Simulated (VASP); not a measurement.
**Pt: single point with r2SCAN**

Crystal: Pt.

```
CELL_PARAMETERS angstrom
0.00000 2.02178 2.02178
2.02178 0.00000 2.02178
2.02178 2.02178 0.00000
ATOMIC_POSITIONS crystal
Pt 0.00000 0.00000 0.00000
```

This cell differs from its parent crystal: volume scaled by 1.08.

```json
{"Program": "VASP 6.6.1", "Task": "single point", "Functional": "r2SCAN", "Potentials or basis": "VASP PAW PBE potentials, release 64 (Pt)", "Cutoff": "520 eV", "k mesh": "22 × 22 × 22", "Occupations": "fermi-dirac, width 0.1 eV", "Spin": "no spin polarisation"}
```

| Item | Value |
| --- | --- |
| Pressure | -16.3 GPa |
| Band gap on the k mesh | zero (band 5 reaches 9.78 eV, above the bottom of band 6 at 7.74 eV) |

Levels at points of the mesh, in eV from the Fermi level:
```
           k point  band 3  band 4  band 5  band 6  band 7  band 8
(0.00, 0.00, 0.00)   -3.37   -3.37   -1.52   -1.52   15.69   20.32
(0.50, 0.00, 0.00)   -3.45    0.00    0.00    0.08    5.46   15.31
(0.50, 0.50, 0.00)   -0.08    0.43    0.43    2.13    8.35   11.70
```

It took 97 s on 1 thread of Intel(R) Xeon(R) Platinum 8488C (Sapphire Rapids), with other jobs on the host, peak memory 0.19 GiB.

Caveat: the PAW data sets were made with another functional, which shifts forces and pressure a little; spin-orbit coupling is left out, which moves the levels of the heavy elements.
